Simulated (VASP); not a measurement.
Write the native input for VASP 6.6.1 that does the following.

| Item | Value |
| --- | --- |
| Task | single point |
| Functional | PBEsol |
| Potentials or basis | VASP PAW PBE potentials, release 64 (B, N) |
| Cutoff | 520 eV |
| k mesh | 12 × 12 × 4 |
| Occupations | gaussian, width 0.05 eV |
| Spin | no spin polarisation |
| Dipole correction | no |
| Further INCAR settings | ALGO = Normal; EDIFF = 1e-07; NBANDS = 16 |

The structure of BN lies in POSCAR:

```
BN
1.0
    2.5043488457      0.0000000000      0.0000000000
   -1.2521744229      2.1688297203     -0.0325324458
    0.0000000000     -0.1052864351      7.0190956742
B N
2 2
Direct
    0.3333333333      0.6666666667      0.2500000000
    0.6666666667      0.3333333333      0.7500000000
    0.3333333333      0.6666666667      0.7500000000
    0.6666666667      0.3333333333      0.2500000000
```

This cell differs from its parent crystal: strain -0.0300 x Voigt [0, 0, 0, 1, 0, 0].

One way to write it, as run:

INCAR

```
PREC = Accurate
ENCUT = 520
EDIFF = 1E-7
ISMEAR = 0
SIGMA = 0.05
LREAL = False
LASPH = True
NELM = 60
ALGO = Normal
ISIF = 2
LWAVE = False
LCHARG = False
GGA = PS
NBANDS = 16
```

KPOINTS

```
Automatic mesh
0
Gamma
  12 12 4
```

Potentials or basis: VASP PAW PBE potentials, release 64 (B, N).

The run is started by

```sh
$ cat potpaw_PBE.64/B/POTCAR potpaw_PBE.64/N/POTCAR > POTCAR
$ mpirun -np 1 vasp_std > vasp.out
```

Results of the run:

```yaml
Pressure: 0.2 GPa
Band_gap_on_the_k_mesh: 4.23 eV, indirect (least direct gap 4.49 eV)
```

Caveat: the cell differs from its parent crystal (strain -0.0300 x Voigt [0, 0, 0, 1, 0, 0]); the PAW data sets were made with another functional, which shifts forces and pressure a little; this functional lacks dispersion, which binds the layers, so the pressure and a relaxed spacing across them are unreliable.

Run time: 2.7 min on 1 thread of Intel(R) Xeon(R) Platinum 8259CL CPU @ 2.50GHz (Skylake/Cascade Lake) (shared host), peak memory 0.21 GiB.
